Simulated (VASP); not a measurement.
# Cu (Im-3m) in VASP: single point with PBEsol

Aim: the single point of Cu with PBEsol.

Program: VASP 6.6.1. These are calculated values, not measurements. Logs are shortened: lines on timing, memory, paths and dates and some standing lists are left out, and cuts for length are marked.

## (1) The cell of the first run

Symmetry: Im-3m, No. 229, cubic system. The conventional cell has a = 2.744 Å, b = 2.744 Å, c = 2.744 Å, α = 90.00°, β = 90.00°, γ = 90.00°. Within 3.1 Å of Cu (site symmetry m-3m) lie 14 Cu at 2.38 to 2.74 Å.

This isn't the form of Cu at room conditions, which is fcc.

## (2) Single point, PBEsol

INCAR

```
  PREC = Accurate
  ENCUT = 820
  EDIFF = 1E-6
  ISMEAR = 0
  SIGMA = 0.1
  LREAL = False
  LASPH = True
  NELM = 120
  ALGO = Normal
  ISIF = 2
  LWAVE = False
  LCHARG = False
  GGA = PS
  NBANDS = 16
  GGA_COMPAT = False
```

KPOINTS

```
Automatic mesh
0
Gamma
  23 23 23
```

POSCAR

```
Cu
1.0
    1.3718100622      1.3718100622      1.3718100622
   -1.3718100622      1.3718100622      1.3718100622
   -1.3718100622     -1.3718100622      1.3718100622
Cu
1
Direct
    0.0000000000      0.0000000000      0.0000000000
```

Potentials or basis: VASP PAW PBE potentials, release 64 (Cu_sv_GW).

The run is started by

```console
$ cat potpaw_PBE.64/Cu_sv_GW/POTCAR > POTCAR
$ mpirun -np 1 vasp_std > vasp.out
```

OUTCAR:

```text
PREC = Accurate
   ENCUT = 820
   EDIFF = 1E-6
   ISMEAR = 0
   LREAL = False
   LASPH = True
   NELM = 120
   ISIF = 2
   GGA = PS

 ion  position               nearest neighbor table
   1  0.000  0.000  0.000-

  LATTYP: Found a body centered cubic cell.
 ALAT       =     2.7436201244

  Lattice vectors:

 A1 = (   1.3718100622,  -1.3718100622,  -1.3718100622)
 A2 = (   1.3718100622,   1.3718100622,   1.3718100622)
 A3 = (  -1.3718100622,  -1.3718100622,   1.3718100622)

Analysis of symmetry for initial positions (statically):
=====================================================================
 Subroutine PRICEL returns:
 Original cell was already a primitive cell.

 Routine SETGRP: Setting up the symmetry group for a
 body centered cubic supercell.

 Subroutine GETGRP returns: Found 48 space group operations
 (whereof 48 operations were pure point group operations)
 out of a pool of 48 trial point group operations.

The static configuration has the point symmetry O_h .

Analysis of symmetry for dynamics (positions and initial velocities):
=====================================================================
 Subroutine PRICEL returns:
 Original cell was already a primitive cell.

 Routine SETGRP: Setting up the symmetry group for a
 body centered cubic supercell.

 Subroutine GETGRP returns: Found 48 space group operations
 (whereof 48 operations were pure point group operations)
 out of a pool of 48 trial point group operations.

The dynamic configuration has the point symmetry O_h .

 Subroutine INISYM returns: Found 48 space group operations
 (whereof 48 operations are pure point group operations),
 and found     1 'primitive' translations

----------------------------------------------------------------------------------------

                                     Primitive cell

  volume of cell :      10.3262

  direct lattice vectors                    reciprocal lattice vectors
     1.371810062  1.371810062  1.371810062     0.364481945  0.000000000  0.364481945
    -1.371810062  1.371810062  1.371810062    -0.364481945  0.364481945  0.000000000
    -1.371810062 -1.371810062  1.371810062     0.000000000 -0.364481945  0.364481945

  length of vectors
     2.376044726  2.376044726  2.376044726     0.515455310  0.515455310  0.515455310

  position of ions in fractional coordinates (direct lattice)
     0.000000000  0.000000000  0.000000000

  ion indices of the primitive-cell ions
   primitive index   ion index
                 1           1

----------------------------------------------------------------------------------------

 KPOINTS: Automatic mesh

Automatic generation of k-mesh.
 Grid dimensions read from file:
 generate k-points for:   23   23   23

 Generating k-lattice:

  Cartesian coordinates                     Fractional coordinates (reciprocal lattice)
     0.015847041  0.000000000  0.015847041     0.043478261  0.000000000  0.000000000
    -0.015847041  0.015847041  0.000000000     0.000000000  0.043478261  0.000000000
     0.000000000 -0.015847041  0.015847041     0.000000000  0.000000000  0.043478261

  Length of vectors
     0.022411100  0.022411100  0.022411100

  Shift w.r.t. Gamma in fractional coordinates (k-lattice)
     0.000000000  0.000000000  0.000000000

 Subroutine IBZKPT returns following result:
 ===========================================

 Found    364 irreducible k-points:

 Following reciprocal coordinates:
            Coordinates               Weight
  0.000000  0.000000  0.000000      1.000000
  0.043478  0.000000  0.000000     12.000000
  0.086957  0.000000  0.000000     12.000000
  0.130435  0.000000  0.000000     12.000000
  0.173913  0.000000  0.000000     12.000000
  0.217391  0.000000  0.000000     12.000000
[... 16 lines left out ...]
 -0.478261  0.043478 -0.000000     24.000000
  0.173913  0.086957  0.000000     24.000000
 [... further k-points ...]
   k-points           NKPTS =    364   k-points in BZ     NKDIM =    364   number of bands    NBANDS=     16
   number of dos      NEDOS =    301   number of ions     NIONS =      1
   total plane-waves  NPLWV =  13824
   dimension x,y,z NGX =    24 NGY =   24 NGZ =   24
   dimension x,y,z NGXF=    48 NGYF=   48 NGZF=   48
   ions per type =               1
   NGX,Y,Z   is equivalent  to a cutoff of  16.79, 16.79, 16.79 a.u.
   NGXF,Y,Z  is equivalent  to a cutoff of  33.58, 33.58, 33.58 a.u.
 SYSTEM =  unknown system
   PREC   = accura    normal or accurate (medium, high low for compatibility)
   ISTART =      0    job   : 0-new  1-cont  2-samecut
   ICHARG =      2    charge: 1-file 2-atom 10-const
   ISPIN  =      1    spin polarized calculation?
   LNONCOLLINEAR =      F non collinear calculations
   LSORBIT =      F    spin-orbit coupling
   LASPH  =      T    aspherical Exc in radial PAW
   ENCUT  =  820.0 eV  60.27 Ry    7.76 a.u.   5.55  5.55  5.55*2*pi/ulx,y,z
   NELM   =    120;   NELMIN=  2; NELMDL= -5     # of ELM steps
   EDIFF  = 0.1E-05   stopping-criterion for ELM
   LREAL  =      F    real-space projection
   EDIFFG = 0.1E-04   stopping-criterion for IOM
   NSW    =      0    number of steps for IOM
   IBRION =     -1    ionic relax: 0-MD 1-quasi-New 2-CG
   NFREE  =      0    steps in history (QN), initial steepest desc. (CG)
   ISIF   =      2    stress and relaxation
   ISYM   =      2    0-nonsym 1-usesym 2-fastsym
   POTIM  = 0.5000    time-step for ionic-motion
   TEBEG  =    0.0;   TEEND  =   0.0 temperature during run
   PSTRESS=    0.0 pullay stress
   NELECT =      19.0000    total number of electrons
   NUPDOWN=      -1.0000    fix difference up-down
   EMIN   =  10.00;   EMAX   =-10.00  energy-range for DOS
   EFERMI =   0.00;   METHOD = LEGACY
   ISMEAR =     0;   SIGMA  =   0.10  broadening in eV -4-tet -1-fermi 0-gaus
   EFERMI_NEDOS =   21; number of points for ismear=-14 and -15
   IALGO  =     38    algorithm
   IMIX   =      4    mixing-type and parameters
     AMIX     =   0.40;   BMIX     =  1.00
     AMIX_MAG =   1.60;   BMIX_MAG =  1.00
  volume/ion in A,a.u.               =      10.33        69.68
  Fermi-wavevector in a.u.,A,eV,Ry     =   2.006067  3.790917 54.753978  4.024304
  Thomas-Fermi vector in A             =   3.020137
   LORBIT       =      0    0 simple, 1 ext, 2 COOP (PROOUT), +10 PAW based schemes
   GGA     = PS    functional components
   LHFCALC =     F    Hartree Fock is set to
   AEXX    =    0.0000 exact exchange contribution
   IVDW    =     0    specifies the selected vdW correction
   LEPSILON=     F    determine dielectric tensor
   LRPA    =     F    only Hartree local field effects (RPA)
 non-spin polarized calculation
 Gauss-broadening in eV      SIGMA  =   0.10
  energy-cutoff  :      820.00
  volume of cell :       10.33
 maximum number of plane-waves:       568
   NGX = 11   NGY = 11   NGZ = 11

 number of electron      18.9999993 magnetization

 Free energy of the ion-electron system (eV)
  ---------------------------------------------------
  ext. energy  EPLUGINS =         0.00000000
  ---------------------------------------------------
  free energy    TOTEN  =        -4.29058540 eV

  energy without entropy =       -4.28896354  energy(sigma->0) =       -4.28977447

 E-fermi :   9.1692     XC(G=0): -14.4418

 val. band max:        9.1496768612   @ k =  -0.4783   0.0870   0.0000
 cond. band min:       9.1843782838   @ k =   0.4348   0.1739   0.1304
 fundamental gap:      0.0347014225
 Fermi energy:         9.1692075668

 k-point     1 :       0.0000    0.0000    0.0000
  band No.  band energies     occupation
      1    -103.4379      2.00000
      2     -60.8571      2.00000
      3     -60.8571      2.00000
      4     -60.8571      2.00000
      5      -1.3478      2.00000
      6       5.6336      2.00000
[... 8 lines left out ...]
     15      40.1469      0.00000
     16      40.8506      0.00000

 k-point     2 :       0.0435    0.0000    0.0000
  band No.  band energies     occupation
      1    -103.4374      2.00000
      2     -60.8606      2.00000
      3     -60.8583      2.00000
      4     -60.8570      2.00000
      5      -1.2673      2.00000
      6       5.6162      2.00000
[... 8 lines left out ...]
     15      39.3449      0.00000
     16      39.3504      0.00000

 k-point     3 :       0.0870    0.0000    0.0000
  band No.  band energies     occupation
      1    -103.4358      2.00000
      2     -60.8709      2.00000
      3     -60.8620      2.00000
      4     -60.8569      2.00000
      5      -1.0275      2.00000
      6       5.5655      2.00000
[... 8 lines left out ...]
     15      38.2754      0.00000
     16      38.6588      0.00000

 k-point     4 :       0.1304    0.0000    0.0000
  band No.  band energies     occupation
      1    -103.4334      2.00000
      2     -60.8873      2.00000
      3     -60.8679      2.00000
      4     -60.8568      2.00000
      5      -0.6347      2.00000
      6       5.4857      2.00000
[... 8 lines left out ...]
     15      37.4911      0.00000
     16      38.7258      0.00000
[... 324 lines left out ...]
 k-point    22 :       0.4783    0.0435    0.0000
  band No.  band energies     occupation
      1    -103.4086      2.00000
      2     -61.0399      2.00000
      3     -60.9230      2.00000
      4     -60.8572      2.00000
      5       3.2875      2.00000
      6       4.7624      2.00000
[... 8 lines left out ...]
     15      36.2771      0.00000
     16      44.6449      0.00000

 k-point    23 :      -0.4783    0.0435   -0.0000
  band No.  band energies     occupation
      1    -103.4081      2.00000
      2     -61.0432      2.00000
      3     -60.9243      2.00000
      4     -60.8573      2.00000
      5       3.3161      2.00000
      6       4.7469      2.00000
[... 8 lines left out ...]
     15      36.2698      0.00000
     16      44.7818      0.00000

 k-point    24 :       0.1739    0.0870    0.0000
  band No.  band energies     occupation
      1    -103.4319      2.00000
      2     -60.8969      2.00000
      3     -60.8670      2.00000
      4     -60.8604      2.00000
      5      -0.4027      2.00000
      6       5.4805      2.00000
[... 8 lines left out ...]
     15      38.1980      0.00000
     16      39.3659      0.00000

 [... further k-points ...]

------------------------ aborting loop because EDIFF is reached ----------------------------------------

  FORCE on cell =-STRESS in cart. coord.  units (eV):
  Direction    XX          YY          ZZ          XY          YZ          ZX
  --------------------------------------------------------------------------------------
  -------------------------------------------------------------------------------------
  Total        1.2316035      1.2316035      1.2316035      0.0000000     -0.0000000      0.0000000
  in kB      191.0907019    191.0907019    191.0907019      0.0000000     -0.0000000      0.0000000
  external PRESSURE =     191.0907019 kB  Pullay stress =       0.0000000 kB

 VOLUME and BASIS-vectors are now :
 -----------------------------------------------------------------------------
  energy-cutoff  :      820.00
  volume of cell :       10.33
      direct lattice vectors                 reciprocal lattice vectors
     1.371810062  1.371810062  1.371810062     0.364481945  0.000000000  0.364481945
    -1.371810062  1.371810062  1.371810062    -0.364481945  0.364481945  0.000000000
    -1.371810062 -1.371810062  1.371810062     0.000000000 -0.364481945  0.364481945

 POSITION                                       TOTAL-FORCE (eV/Angst)
 -----------------------------------------------------------------------------------
      0.00000      0.00000      0.00000         0.000000      0.000000      0.000000
 -----------------------------------------------------------------------------------
    total drift:                               -0.000000     -0.000000      0.000000

  FREE ENERGIE OF THE ION-ELECTRON SYSTEM (eV)
  ---------------------------------------------------
  free  energy   TOTEN  =        -4.2905854023 eV

  energy  without entropy=       -4.2889635440  energy(sigma->0) =       -4.28977447
```

Wall time 36 s (1 thread of Intel Xeon 6975P-C (Granite Rapids), shared host); peak memory 0.27 GiB.

What came out:

| Quantity | Value |
| --- | --- |
| Free energy | -4.2906 eV |
| Pressure | 19.1 GPa |
| Band gap on the k mesh | zero (an odd number of electrons rules out a gap without spin polarisation) |

Levels at points of the mesh, in eV from the Fermi level:
```
           k point  band 7  band 8  band 9  band 10  band 11  band 12  band 13  band 14
(0.00, 0.00, 0.00)   -3.54   -3.54   -2.28    -2.28    26.36    26.36    26.36    30.98
```

Caveat: the cell stands under pressure; the PAW data sets were made with another functional, which shifts forces and pressure a little.

The gap in the log of VASP goes by the Fermi energy; the results here count the filled bands.